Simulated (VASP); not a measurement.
The system is TiPt3.

```xyz
4
Lattice="3.9482 0.0000 0.0000 0.0000 3.9482 0.0000 0.0000 0.0000 3.9482" Properties=species:S:1:pos:R:3 pbc="T T T"
Ti    0.0000    0.0000    0.0000
Pt    0.0000    1.9741    1.9741
Pt    1.9741    0.0000    1.9741
Pt    1.9741    1.9741    0.0000
```

| Quantity | Value |
| --- | --- |
| Program | VASP 6.6.1 |
| Task | relaxation of cell and atoms |
| Functional | PBE |
| Dispersion | D3(BJ) |
| Potentials or basis | VASP PAW PBE potentials, release 64 (Ti_sv, Pt) |
| Cutoff | 600 eV |
| k mesh | 10 × 10 × 10 |
| Occupations | gaussian, width 0.1 eV |
| Spin | no spin polarisation |

At the start: pressure -8.3 GPa; volume 15.39 Å³/atom.

**Question.** Where does the relaxation end?

**Answer.** Over 7 steps the energy falls by 14.2 meV/atom and the volume is 14.86 Å³/atom (-3.4 %); space group Pm-3m (No. 221, to 0.05 Å).

The path:
```tsv
step	energy change (eV)	largest force (eV/Å)	pressure (GPa)	volume (Å³)
1	0.0000	0.0000	-8.33	61.54
2	0.3093	0.0000	26.86	54.69
3	-0.0567	0.0000	-0.27	59.50
4	-0.0568	0.0000	-0.07	59.45
5	-0.0568	0.0000	0.14	59.40
6	-0.0568	0.0000	-0.23	59.50
7	-0.0568	0.0000	-0.01	59.43
```

Final structure:
```xyz
4
Lattice="3.9025 0.0000 0.0000 0.0000 3.9025 0.0000 0.0000 0.0000 3.9025" Properties=species:S:1:pos:R:3 pbc="T T T"
Ti    0.0000    0.0000    0.0000
Pt    0.0000    1.9513    1.9513
Pt    1.9513    0.0000    1.9513
Pt    1.9513    1.9513    0.0000
```

Caveat: pairwise dispersion overbinds metals, which lowers pressure and volume.
